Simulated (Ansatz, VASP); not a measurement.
# CoSi: VASP beside Ansatz

```xyz
8
Lattice="4.4308 0.0000 0.0000 0.0000 4.4308 0.0000 0.0000 0.0000 4.4308" Properties=species:S:1:pos:R:3 pbc="T T T"
Co    0.6426    0.6426    0.6426
Co    1.5729    3.7883    2.8580
Co    2.8580    1.5729    3.7883
Co    3.7883    2.8580    1.5729
Si    3.7359    3.7359    3.7359
Si    2.9104    0.6949    1.5205
Si    1.5205    2.9104    0.6949
Si    0.6949    1.5205    2.9104
```

Alike in both runs: functional PBE; k mesh 8 × 8 × 8; occupations gaussian, width 0.1 eV; no spin polarisation.

Ansatz relaxed the structure, and its values are those at the end. VASP's run is a single point on that final structure, the one shown.

|  | VASP | Ansatz |
| --- | --- | --- |
| version | VASP 6.6.1 | Ansatz 0.2.0 |
| potentials or method | VASP PAW PBE potentials, release 64 (Co, Si), cutoff 520 eV | scalar-relativistic, plane waves, PAW |
| valence electrons in the cell | 52 | 84 |

Ansatz gave:

* gap on the k mesh at the Fermi level (eV): none
* pressure (GPa): 0.0

Q: What did VASP give for the same quantities?

A: gap on the k mesh at the Fermi level (eV): none; pressure (GPa): -0.1.

A gap of «none» marks a metal or a gap that the smearing closes. With one functional, cell and mesh, what is left measures potentials, basis and numerics. VASP's potentials hold 52 valence electrons a cell and Ansatz's 84, so a difference there can come from the potentials and not from the codes.
